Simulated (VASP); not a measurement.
# GaN (I-4m2) in VASP: further runs

The runs below take GaN through single point, with PBE.

Program: VASP 6.6.1. These are calculated values, not measurements. Logs are shortened: lines on timing, memory, paths and dates and some standing lists are left out, and cuts for length are marked.

## Step 1: The cell of the first run

Symmetry: I-4m2, No. 119, tetragonal system. The conventional cell has a = 3.028 Å, b = 3.028 Å, c = 4.620 Å, α = 90.00°, β = 90.00°, γ = 90.00°. Within 2.5 Å of Ga (site symmetry -4m2) lie 4 N at 1.90 Å. N (site symmetry -4m2) has 4 Ga at 1.90 Å within 2.5 Å.

## Step 2: Single point, PBE (strain -0.050 along x and y, +0.025 along z)

The input, INCAR:

```
SYSTEM = GaN
PREC = Accurate ; ENCUT = 520
EDIFF = 1E-6 ; ISMEAR = 0
SIGMA = 0.05 ; LREAL = .False.
LASPH = .True. ; NELM = 100
ALGO = Normal ; ISIF = 2
LWAVE = .False. ; LCHARG = .True.
GGA = PE ; LELF = .True.
LVHAR = .True. ; NBANDS = 16
```

The input, KPOINTS:

```
regular mesh
0
Gamma
  10 10 10
  0 0 0
```

The input, POSCAR:

```
GaN
1.0
    0.0000000000      2.1408255771      2.3098381227
    2.1408255771      0.0000000000      2.3098381227
    2.1408255771      2.1408255771      0.0000000000
Ga N
1 1
Direct
    0.0000000000      0.0000000000      0.0000000000
    0.7500000000      0.7500000000      0.7500000000
```

Potentials or basis: VASP PAW PBE potentials, release 64 (Ga_d, N).

The run is started by

```sh
$ cat potpaw_PBE.64/Ga_d/POTCAR potpaw_PBE.64/N/POTCAR > POTCAR
$ mpirun -np 1 vasp_std > vasp.out
```

OUTCAR:

```text
SYSTEM = GaN
   PREC = Accurate
   ENCUT = 520
   EDIFF = 1E-6
   ISMEAR = 0
   LREAL = .False.
   LASPH = .True.
   NELM = 100
   ISIF = 2
   GGA = PE

 ion  position               nearest neighbor table
   1  0.000  0.000  0.000-   2 1.90   2 1.90   2 1.90   2 1.90
   2  0.750  0.750  0.750-   1 1.90   1 1.90   1 1.90   1 1.90

  LATTYP: Found a body centered tetragonal cell.
 ALAT       =     3.0275845658
 C/A-ratio  =     1.5258620015

  Lattice vectors:

 A1 = (  -2.1408255771,   0.0000000000,   2.3098381227)
 A2 = (   2.1408255771,   0.0000000000,   2.3098381227)
 A3 = (   0.0000000000,   2.1408255771,  -2.3098381227)

Analysis of symmetry for initial positions (statically):
=====================================================================
 Subroutine PRICEL returns:
 Original cell was already a primitive cell.

 Routine SETGRP: Setting up the symmetry group for a
 body centered tetragonal supercell.

 Subroutine GETGRP returns: Found  8 space group operations
 (whereof  8 operations were pure point group operations)
 out of a pool of 16 trial point group operations.

The static configuration has the point symmetry D_2d.

Analysis of symmetry for dynamics (positions and initial velocities):
=====================================================================
 Subroutine PRICEL returns:
 Original cell was already a primitive cell.

 Routine SETGRP: Setting up the symmetry group for a
 body centered tetragonal supercell.

 Subroutine GETGRP returns: Found  8 space group operations
 (whereof  8 operations were pure point group operations)
 out of a pool of 16 trial point group operations.

The dynamic configuration has the point symmetry D_2d.

 Subroutine INISYM returns: Found  8 space group operations
 (whereof  8 operations are pure point group operations),
 and found     1 'primitive' translations

----------------------------------------------------------------------------------------

                                     Primitive cell

  volume of cell :      21.1726

  direct lattice vectors                    reciprocal lattice vectors
     0.000000000  2.140825577  2.309838123    -0.233554758  0.233554758  0.216465386
     2.140825577  0.000000000  2.309838123     0.233554758 -0.233554758  0.216465386
     2.140825577  2.140825577  0.000000000     0.233554758  0.233554758 -0.216465386

  length of vectors
     3.149362841  3.149362841  3.027584566     0.394908741  0.394908741  0.394908741

  position of ions in fractional coordinates (direct lattice)
     0.000000000  0.000000000  0.000000000
     0.750000000  0.750000000  0.750000000

  ion indices of the primitive-cell ions
   primitive index   ion index
                 1           1
                 2           2

----------------------------------------------------------------------------------------

 KPOINTS: regular mesh

Automatic generation of k-mesh.
 Grid dimensions read from file:
 generate k-points for:   10   10   10

 Generating k-lattice:

  Cartesian coordinates                     Fractional coordinates (reciprocal lattice)
    -0.023355476  0.023355476  0.021646539     0.100000000 -0.000000000  0.000000000
     0.023355476 -0.023355476  0.021646539    -0.000000000  0.100000000  0.000000000
     0.023355476  0.023355476 -0.021646539     0.000000000  0.000000000  0.100000000

  Length of vectors
     0.039490874  0.039490874  0.039490874

  Shift w.r.t. Gamma in fractional coordinates (k-lattice)
     0.000000000  0.000000000  0.000000000

 Subroutine IBZKPT returns following result:
 ===========================================

 Found    102 irreducible k-points:

 Following reciprocal coordinates:
            Coordinates               Weight
  0.000000  0.000000  0.000000      1.000000
  0.100000 -0.000000  0.000000      8.000000
  0.200000 -0.000000  0.000000      8.000000
  0.300000 -0.000000  0.000000      8.000000
  0.400000 -0.000000  0.000000      8.000000
  0.500000 -0.000000  0.000000      4.000000
[... 16 lines left out ...]
  0.300000  0.300000  0.000000      2.000000
  0.400000  0.300000  0.000000      8.000000
 [... further k-points ...]
   k-points           NKPTS =    102   k-points in BZ     NKDIM =    102   number of bands    NBANDS=     16
   number of dos      NEDOS =    301   number of ions     NIONS =      2
   total plane-waves  NPLWV =  13824
   dimension x,y,z NGX =    24 NGY =   24 NGZ =   24
   dimension x,y,z NGXF=    48 NGYF=   48 NGZF=   48
   ions per type =               1   1
   NGX,Y,Z   is equivalent  to a cutoff of  12.67, 12.67, 13.18 a.u.
   NGXF,Y,Z  is equivalent  to a cutoff of  25.34, 25.34, 26.36 a.u.
 SYSTEM =  GaN
   PREC   = accura    normal or accurate (medium, high low for compatibility)
   ISTART =      0    job   : 0-new  1-cont  2-samecut
   ICHARG =      2    charge: 1-file 2-atom 10-const
   ISPIN  =      1    spin polarized calculation?
   LNONCOLLINEAR =      F non collinear calculations
   LSORBIT =      F    spin-orbit coupling
   LASPH  =      T    aspherical Exc in radial PAW
   ENCUT  =  520.0 eV  38.22 Ry    6.18 a.u.   5.86  5.86  5.63*2*pi/ulx,y,z
   NELM   =    100;   NELMIN=  2; NELMDL= -5     # of ELM steps
   EDIFF  = 0.1E-05   stopping-criterion for ELM
   LREAL  =      F    real-space projection
   EDIFFG = 0.1E-04   stopping-criterion for IOM
   NSW    =      0    number of steps for IOM
   IBRION =     -1    ionic relax: 0-MD 1-quasi-New 2-CG
   NFREE  =      0    steps in history (QN), initial steepest desc. (CG)
   ISIF   =      2    stress and relaxation
   ISYM   =      2    0-nonsym 1-usesym 2-fastsym
   POTIM  = 0.5000    time-step for ionic-motion
   TEBEG  =    0.0;   TEEND  =   0.0 temperature during run
   PSTRESS=    0.0 pullay stress
   NELECT =      18.0000    total number of electrons
   NUPDOWN=      -1.0000    fix difference up-down
   EMIN   =  10.00;   EMAX   =-10.00  energy-range for DOS
   EFERMI =   0.00;   METHOD = LEGACY
   ISMEAR =     0;   SIGMA  =   0.05  broadening in eV -4-tet -1-fermi 0-gaus
   EFERMI_NEDOS =   21; number of points for ismear=-14 and -15
   IALGO  =     38    algorithm
   IMIX   =      4    mixing-type and parameters
     AMIX     =   0.40;   BMIX     =  1.00
     AMIX_MAG =   1.60;   BMIX_MAG =  1.00
  volume/ion in A,a.u.               =      10.59        71.44
  Fermi-wavevector in a.u.,A,eV,Ry     =   1.550866  2.930712 32.724537  2.405186
  Thomas-Fermi vector in A             =   2.655468
   LORBIT       =      0    0 simple, 1 ext, 2 COOP (PROOUT), +10 PAW based schemes
   GGA     = PE    functional components
   LHFCALC =     F    Hartree Fock is set to
   AEXX    =    0.0000 exact exchange contribution
   IVDW    =     0    specifies the selected vdW correction
   LEPSILON=     F    determine dielectric tensor
   LRPA    =     F    only Hartree local field effects (RPA)
 non-spin polarized calculation
 Gauss-broadening in eV      SIGMA  =   0.05
  energy-cutoff  :      520.00
  volume of cell :       21.17
 maximum number of plane-waves:       592
   NGX = 11   NGY = 11   NGZ = 11

 number of electron      18.0000000 magnetization

 Free energy of the ion-electron system (eV)
  ---------------------------------------------------
  ext. energy  EPLUGINS =         0.00000000
  ---------------------------------------------------
  free energy    TOTEN  =       -11.96672432 eV

  energy without entropy =      -11.96672432  energy(sigma->0) =      -11.96672432

 E-fermi :   6.5381     XC(G=0): -12.0966

 val. band max:        6.3058875758   @ k =   0.0000   0.0000   0.0000
 cond. band min:       8.3768275016   @ k =   0.0000   0.0000   0.0000
 fundamental gap:      2.0709399258
 Fermi energy:         6.5381254756

 k-point     1 :       0.0000    0.0000    0.0000
  band No.  band energies     occupation
      1     -10.4542      2.00000
      2      -7.4410      2.00000
      3      -7.3410      2.00000
      4      -7.3410      2.00000
      5      -6.9818      2.00000
      6      -6.9695      2.00000
[... 8 lines left out ...]
     15      24.7453      0.00000
     16      24.9285      0.00000

 k-point     2 :       0.1000   -0.0000    0.0000
  band No.  band energies     occupation
      1     -10.3258      2.00000
      2      -7.4163      2.00000
      3      -7.3244      2.00000
      4      -7.3166      2.00000
      5      -6.9802      2.00000
      6      -6.9737      2.00000
[... 8 lines left out ...]
     15      24.9963      0.00000
     16      25.1848      0.00000

 k-point     3 :       0.2000   -0.0000    0.0000
  band No.  band energies     occupation
      1      -9.9923      2.00000
      2      -7.3601      2.00000
      3      -7.2853      2.00000
      4      -7.1914      2.00000
      5      -6.9797      2.00000
      6      -6.9669      2.00000
[... 8 lines left out ...]
     15      24.0704      0.00000
     16      24.0977      0.00000

 k-point     4 :       0.3000   -0.0000    0.0000
  band No.  band energies     occupation
      1      -9.6122      2.00000
      2      -7.3218      2.00000
      3      -7.2494      2.00000
      4      -6.9737      2.00000
      5      -6.9585      2.00000
      6      -6.7894      2.00000
[... 8 lines left out ...]
     15      24.2413      0.00000
     16      24.3964      0.00000
[... 324 lines left out ...]
 k-point    22 :      -0.2000    0.2000    0.0000
  band No.  band energies     occupation
      1      -9.4760      2.00000
      2      -7.3058      2.00000
      3      -7.2174      2.00000
      4      -7.0240      2.00000
      5      -7.0152      2.00000
      6      -6.5228      2.00000
[... 8 lines left out ...]
     15      24.7444      0.00000
     16      27.0008      0.00000

 k-point    23 :       0.3000    0.3000    0.0000
  band No.  band energies     occupation
      1      -9.4348      2.00000
      2      -7.2016      2.00000
      3      -7.1175      2.00000
      4      -7.1175      2.00000
      5      -6.9247      2.00000
      6      -6.7642      2.00000
[... 8 lines left out ...]
     15      30.1489      0.00000
     16      30.3879      0.00000

 k-point    24 :       0.4000    0.3000    0.0000
  band No.  band energies     occupation
      1      -9.2533      2.00000
      2      -7.2126      2.00000
      3      -7.0863      2.00000
      4      -7.0764      2.00000
      5      -6.9174      2.00000
      6      -6.3262      2.00000
[... 8 lines left out ...]
     15      30.0315      0.00000
     16      30.1285      0.00000

 [... further k-points ...]
[... 5 lines left out ...]
  --------------------------------------------------------------------------------------
  -------------------------------------------------------------------------------------
  Total        3.4070120      3.4070120      2.0191347      0.0000000      0.0000000      0.0000000
  in kB      257.8161590    257.8161590    152.7924050      0.0000000      0.0000000      0.0000000
  external PRESSURE =     222.8082410 kB  Pullay stress =       0.0000000 kB

 VOLUME and BASIS-vectors are now :
 -----------------------------------------------------------------------------
  energy-cutoff  :      520.00
  volume of cell :       21.17
      direct lattice vectors                 reciprocal lattice vectors
     0.000000000  2.140825577  2.309838123    -0.233554758  0.233554758  0.216465386
     2.140825577  0.000000000  2.309838123     0.233554758 -0.233554758  0.216465386
     2.140825577  2.140825577  0.000000000     0.233554758  0.233554758 -0.216465386

 POSITION                                       TOTAL-FORCE (eV/Angst)
 -----------------------------------------------------------------------------------
      0.00000      0.00000      0.00000         0.000000      0.000000     -0.000000
      3.21124      3.21124      3.46476         0.000000     -0.000000      0.000000
 -----------------------------------------------------------------------------------
    total drift:                                0.000001      0.000001     -0.000002

  FREE ENERGIE OF THE ION-ELECTRON SYSTEM (eV)
  ---------------------------------------------------
  free  energy   TOTEN  =       -11.9667243180 eV

  energy  without entropy=      -11.9667243180  energy(sigma->0) =      -11.96672432
```

Wall time 32 s (1 thread of Intel Xeon 8259CL, shared host); peak memory 0.16 GiB.

Results:

```
Free energy            : -11.9667 eV
Pressure               : 22.3 GPa
Band gap on the k mesh : 2.07 eV, direct
```

Caveat: the cell differs from its parent crystal (strain -0.050 along x and y, +0.025 along z).

[end of part 1 of 2]
